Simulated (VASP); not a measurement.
# AlRu (CsCl type) (Pm-3m) in VASP: notebook

AlRu (CsCl type) is run at these levels: HSE06; tasks: single point.

Program: VASP 6.6.1. These are calculated values, not measurements. Logs are shortened: lines on timing, memory, paths and dates and some standing lists are left out, and cuts for length are marked.

## 1. The cell of the first run

Symmetry: Pm-3m, No. 221, cubic system. Conventional cell: a = 2.980 Å, b = 2.980 Å, c = 2.980 Å, α = 90.00°, β = 90.00°, γ = 90.00°. Ru (site symmetry m-3m) has 8 Al at 2.58 Å and 6 Ru at 2.98 Å within 3.4 Å. Al (site symmetry m-3m) has 8 Ru at 2.58 Å and 6 Al at 2.98 Å within 3.4 Å.

## 2. Single point, HSE06

POSCAR

```
AlRu
1.0
    2.9798651651      0.0000000000      0.0000000000
    0.0000000000      2.9798651651      0.0000000000
    0.0000000000      0.0000000000      2.9798651651
Ru Al
1 1
Direct
    0.0000000000      0.0000000000      0.0000000000
    0.5000000000      0.5000000000      0.5000000000
```

INCAR.step1

```
SYSTEM = AlRu
ALGO = Normal ; EDIFF = 1E-5
ENCUT = 520 ; GGA = PE
ISIF = 2 ; ISMEAR = -1
LASPH = .True. ; LCHARG = .False.
LREAL = .False. ; LWAVE = .True.
NBANDS = 16 ; NELM = 60
PREC = Accurate ; SIGMA = 0.1
```

INCAR.step2

```
SYSTEM = AlRu
ALGO = Normal ; EDIFF = 1E-7
ENCUT = 520 ; GGA = PE
HFSCREEN = 0.2079 ; ISIF = 2
ISMEAR = -1 ; ISTART = 1
LASPH = .True. ; LCHARG = .False.
LHFCALC = .True. ; LREAL = .False.
LWAVE = .False. ; NBANDS = 16
NELM = 60 ; PREC = Accurate
PRECFOCK = Normal ; SIGMA = 0.1
```

KPOINTS

```
k-points
0
Gamma
  4 4 4
  0 0 0
```

Potentials or basis: VASP PAW PBE potentials, release 64 (Ru_pv, Al).

Started as:

```bash
$ cat potpaw_PBE.64/Ru_pv/POTCAR potpaw_PBE.64/Al/POTCAR > POTCAR
$ cp INCAR.step1 INCAR
$ mpirun -np 1 vasp_std > vasp.out
$ cp INCAR.step2 INCAR
$ mpirun -np 1 vasp_std > vasp.out
```

OUTCAR:

```text
SYSTEM = AlRu
   EDIFF = 1E-7
   ENCUT = 520
   GGA = PE
   HFSCREEN = 0.2079
   ISIF = 2
   ISMEAR = -1
   ISTART = 1
   LASPH = .True.
   LHFCALC = .True.
   LREAL = .False.
   NELM = 60
   PREC = Accurate
   PRECFOCK = Normal

 ion  position               nearest neighbor table
   1  0.000  0.000  0.000-   2 2.58   2 2.58   2 2.58   2 2.58   2 2.58   2 2.58   2 2.58   2 2.58

   2  0.500  0.500  0.500-   1 2.58   1 2.58   1 2.58   1 2.58   1 2.58   1 2.58   1 2.58   1 2.58

  LATTYP: Found a simple cubic cell.
 ALAT       =     2.9798651651

  Lattice vectors:

 A1 = (   2.9798651651,   0.0000000000,   0.0000000000)
 A2 = (   0.0000000000,   2.9798651651,   0.0000000000)
 A3 = (   0.0000000000,   0.0000000000,   2.9798651651)

Analysis of symmetry for initial positions (statically):
=====================================================================
 Subroutine PRICEL returns:
 Original cell was already a primitive cell.

 Routine SETGRP: Setting up the symmetry group for a
 simple cubic supercell.

 Subroutine GETGRP returns: Found 48 space group operations
 (whereof 48 operations were pure point group operations)
 out of a pool of 48 trial point group operations.

The static configuration has the point symmetry O_h .

Analysis of symmetry for dynamics (positions and initial velocities):
=====================================================================
 Subroutine PRICEL returns:
 Original cell was already a primitive cell.

 Routine SETGRP: Setting up the symmetry group for a
 simple cubic supercell.

 Subroutine GETGRP returns: Found 48 space group operations
 (whereof 48 operations were pure point group operations)
 out of a pool of 48 trial point group operations.

The dynamic configuration has the point symmetry O_h .

 Subroutine INISYM returns: Found 48 space group operations
 (whereof 48 operations are pure point group operations),
 and found     1 'primitive' translations

----------------------------------------------------------------------------------------

                                     Primitive cell

  volume of cell :      26.4600

  direct lattice vectors                    reciprocal lattice vectors
     2.979865165  0.000000000  0.000000000     0.335585654  0.000000000  0.000000000
     0.000000000  2.979865165  0.000000000     0.000000000  0.335585654  0.000000000
     0.000000000  0.000000000  2.979865165     0.000000000  0.000000000  0.335585654

  length of vectors
     2.979865165  2.979865165  2.979865165     0.335585654  0.335585654  0.335585654

  position of ions in fractional coordinates (direct lattice)
     0.000000000  0.000000000  0.000000000
     0.500000000  0.500000000  0.500000000

  ion indices of the primitive-cell ions
   primitive index   ion index
                 1           1
                 2           2

----------------------------------------------------------------------------------------

 KPOINTS: k-points

Automatic generation of k-mesh.
 Grid dimensions read from file:
 generate k-points for:    4    4    4

 Generating k-lattice:

  Cartesian coordinates                     Fractional coordinates (reciprocal lattice)
     0.083896413  0.000000000  0.000000000     0.250000000  0.000000000  0.000000000
     0.000000000  0.083896413  0.000000000     0.000000000  0.250000000  0.000000000
     0.000000000  0.000000000  0.083896413     0.000000000  0.000000000  0.250000000

  Length of vectors
     0.083896413  0.083896413  0.083896413

  Shift w.r.t. Gamma in fractional coordinates (k-lattice)
     0.000000000  0.000000000  0.000000000

 Subroutine IBZKPT returns following result:
 ===========================================

 Found     10 irreducible k-points:

 Following reciprocal coordinates:
            Coordinates               Weight
  0.000000  0.000000  0.000000      1.000000
  0.250000  0.000000  0.000000      6.000000
  0.500000  0.000000  0.000000      3.000000
  0.250000  0.250000  0.000000     12.000000
  0.500000  0.250000  0.000000     12.000000
  0.500000  0.500000  0.000000      3.000000
  0.250000  0.250000  0.250000      8.000000
  0.500000  0.250000  0.250000     12.000000
  0.500000  0.500000  0.250000      6.000000
  0.500000  0.500000  0.500000      1.000000
   k-points           NKPTS =     10   k-points in BZ     NKDIM =     64   number of bands    NBANDS=     16
   number of dos      NEDOS =    301   number of ions     NIONS =      2
   total plane-waves  NPLWV =  13824
   dimension x,y,z NGX =    24 NGY =   24 NGZ =   24
   dimension x,y,z NGXF=    48 NGYF=   48 NGZF=   48
   ions per type =               1   1
   NGX,Y,Z   is equivalent  to a cutoff of  13.39, 13.39, 13.39 a.u.
   NGXF,Y,Z  is equivalent  to a cutoff of  26.78, 26.78, 26.78 a.u.
 SYSTEM =  AlRu
   PREC   = accura    normal or accurate (medium, high low for compatibility)
   ISTART =      1    job   : 0-new  1-cont  2-samecut
   ICHARG =      0    charge: 1-file 2-atom 10-const
   ISPIN  =      1    spin polarized calculation?
   LNONCOLLINEAR =      F non collinear calculations
   LSORBIT =      F    spin-orbit coupling
   LASPH  =      T    aspherical Exc in radial PAW
   ENCUT  =  520.0 eV  38.22 Ry    6.18 a.u.   5.54  5.54  5.54*2*pi/ulx,y,z
   NELM   =     60;   NELMIN=  2; NELMDL=  0     # of ELM steps
   EDIFF  = 0.1E-06   stopping-criterion for ELM
   LREAL  =      F    real-space projection
   EDIFFG = 0.1E-05   stopping-criterion for IOM
   NSW    =      0    number of steps for IOM
   IBRION =     -1    ionic relax: 0-MD 1-quasi-New 2-CG
   NFREE  =      0    steps in history (QN), initial steepest desc. (CG)
   ISIF   =      2    stress and relaxation
   ISYM   =      3    0-nonsym 1-usesym 2-fastsym
   POTIM  = 0.5000    time-step for ionic-motion
   TEBEG  =    0.0;   TEEND  =   0.0 temperature during run
   PSTRESS=    0.0 pullay stress
   NELECT =      17.0000    total number of electrons
   NUPDOWN=      -1.0000    fix difference up-down
   EMIN   =  10.00;   EMAX   =-10.00  energy-range for DOS
   EFERMI =   0.00;   METHOD = LEGACY
   ISMEAR =    -1;   SIGMA  =   0.10  broadening in eV -4-tet -1-fermi 0-gaus
   EFERMI_NEDOS =   21; number of points for ismear=-14 and -15
   IALGO  =     38    algorithm
   IMIX   =      1    mixing-type and parameters
     AMIX     =   0.40;   BMIX     =  1.00
     AMIX_MAG =   1.60;   BMIX_MAG =  1.00
  volume/ion in A,a.u.               =      13.23        89.28
  Fermi-wavevector in a.u.,A,eV,Ry     =   1.412628  2.669480 27.150675  1.995518
  Thomas-Fermi vector in A             =   2.534357
   LORBIT       =      0    0 simple, 1 ext, 2 COOP (PROOUT), +10 PAW based schemes
   GGA     = PE    functional components
   LHFCALC =     T    Hartree Fock is set to
   PRECFOCK=normal    Normal, Fast or Accurate (Low or Medium for compatibility)
   ENCUT4O =  -1.0   cutoff for four orbital integrals eV
   NKREDX  =     1    reduce k-point grid by
   NKREDY  =     1    reduce k-point grid by
   NKREDZ  =     1    reduce k-point grid by
   AEXX    =    0.2500 exact exchange contribution
   HFSCREEN=    0.2079 screening length (either q_TF or 0.3 A-1)
   HFSCREENC=   0.2079 screening length for correlation (either q_TF or 0.3 A-1)
   ENCUTFOCK=  -1.0 apply spherical cutoff to Coloumb kernel
   IVDW    =     0    specifies the selected vdW correction
   LEPSILON=     F    determine dielectric tensor
   LRPA    =     F    only Hartree local field effects (RPA)
 non-spin polarized calculation
  energy-cutoff  :      520.00
  volume of cell :       26.46
 maximum number of plane-waves:       739
 NGX is ok and might be reduce to    24
  NGX = 18; NGY = 18; NGZ = 18

 number of electron      16.9999996 magnetization

 Free energy of the ion-electron system (eV)
  ---------------------------------------------------
  ext. energy  EPLUGINS =         0.00000000
  ---------------------------------------------------
  free energy    TOTEN  =       -16.93718665 eV

  energy without entropy =      -16.91662867  energy(sigma->0) =      -16.92690766

 E-fermi :  10.6509     XC(G=0): -10.2951

 val. band max:       10.6045233501   @ k =   0.2500   0.0000   0.0000
 cond. band min:      10.7866930486   @ k =   0.5000   0.0000   0.0000
 fundamental gap:      0.1821696984
 Fermi energy:        10.6509433082

 k-point     1 :       0.0000    0.0000    0.0000
  band No.  band energies     occupation
      1     -33.9700      2.00000
      2     -33.9700      2.00000
      3     -33.9700      2.00000
      4      -0.3413      2.00000
      5       6.4207      2.00000
      6       6.4207      2.00000
[... 8 lines left out ...]
     15      26.9977      0.00000
     16      27.3315      0.00000

 k-point     2 :       0.2500    0.0000    0.0000
  band No.  band energies     occupation
      1     -34.1054      2.00000
      2     -33.9600      2.00000
      3     -33.9600      2.00000
      4       0.9657      2.00000
      5       6.5562      2.00000
      6       6.8379      2.00000
[... 8 lines left out ...]
     15      27.0074      0.00000
     16      28.5827      0.00000

 k-point     3 :       0.5000    0.0000    0.0000
  band No.  band energies     occupation
      1     -34.2406      2.00000
      2     -33.9504      2.00000
      3     -33.9504      2.00000
      4       3.9338      2.00000
      5       4.4203      2.00000
      6       7.3254      2.00000
[... 8 lines left out ...]
     15      24.7529      0.00000
     16      25.4161      0.00000

 k-point     4 :       0.2500    0.2500    0.0000
  band No.  band energies     occupation
      1     -34.0957      2.00000
      2     -34.0919      2.00000
      3     -33.9492      2.00000
      4       2.0893      2.00000
      5       6.5344      2.00000
      6       7.4361      2.00000
[... 8 lines left out ...]
     15      27.0072      0.00000
     16      27.5161      0.00000
[... 58 lines left out ...]
 k-point     8 :       0.5000    0.2500    0.2500
  band No.  band energies     occupation
      1     -34.2157      2.00000
      2     -34.0723      2.00000
      3     -34.0691      2.00000
      4       4.2267      2.00000
      5       6.0651      2.00000
      6       6.4203      2.00000
[... 8 lines left out ...]
     15      25.1299      0.00000
     16      27.0071      0.00000

 k-point     9 :       0.5000    0.5000    0.2500
  band No.  band energies     occupation
      1     -34.2029      2.00000
      2     -34.2029      2.00000
      3     -34.0596      2.00000
      4       4.1761      2.00000
      5       6.0938      2.00000
      6       6.0938      2.00000
[... 8 lines left out ...]
     15      23.0270      0.00000
     16      27.0046      0.00000

 k-point    10 :       0.5000    0.5000    0.5000
  band No.  band energies     occupation
      1     -34.1906      2.00000
      2     -34.1906      2.00000
      3     -34.1906      2.00000
      4       5.0278      2.00000
      5       5.0278      2.00000
      6       5.0278      2.00000
[... 8 lines left out ...]
     15      20.2477      0.00000
     16      24.0709      0.00000

------------------------ aborting loop because EDIFF is reached ----------------------------------------

  FORCE on cell =-STRESS in cart. coord.  units (eV):
  Direction    XX          YY          ZZ          XY          YZ          ZX
  --------------------------------------------------------------------------------------
  -------------------------------------------------------------------------------------
  Total       -0.7654274     -0.7654274     -0.7654274      0.0000000      0.0000000      0.0000000
  in kB      -46.3473308    -46.3473308    -46.3473308      0.0000000      0.0000000      0.0000000
  external PRESSURE =     -46.3473308 kB  Pullay stress =       0.0000000 kB

 VOLUME and BASIS-vectors are now :
 -----------------------------------------------------------------------------
  energy-cutoff  :      520.00
  volume of cell :       26.46
      direct lattice vectors                 reciprocal lattice vectors
     2.979865165  0.000000000  0.000000000     0.335585654  0.000000000  0.000000000
     0.000000000  2.979865165  0.000000000     0.000000000  0.335585654  0.000000000
     0.000000000  0.000000000  2.979865165     0.000000000  0.000000000  0.335585654

 POSITION                                       TOTAL-FORCE (eV/Angst)
 -----------------------------------------------------------------------------------
      0.00000      0.00000      0.00000         0.000000      0.000000      0.000000
      1.48993      1.48993      1.48993         0.000000      0.000000      0.000000
 -----------------------------------------------------------------------------------
    total drift:                                0.000001      0.000001      0.000001

  FREE ENERGIE OF THE ION-ELECTRON SYSTEM (eV)
  ---------------------------------------------------
  free  energy   TOTEN  =       -16.9371866457 eV

  energy  without entropy=      -16.9166286744  energy(sigma->0) =      -16.92690766
```

It took 8.7 min on 1 thread of Intel Xeon Platinum 8259CL at 2.50GHz (Skylake/Cascade Lake), shared host; peak memory 0.24 GiB.

Results:

```
Free energy            : -16.9372 eV
Pressure               : -4.6 GPa
Band gap on the k mesh : zero (an odd number of electrons rules out a gap without spin polarisation)
```

Caveat: the k points lie up to 0.53 Å⁻¹ apart, too coarse for converged energies and pressures of a metal; the PAW data sets were made with another functional, which shifts forces and pressure a little.

(Continued in part 2 of 2.)

The gap in the log of VASP goes by the Fermi energy; the results here count the filled bands.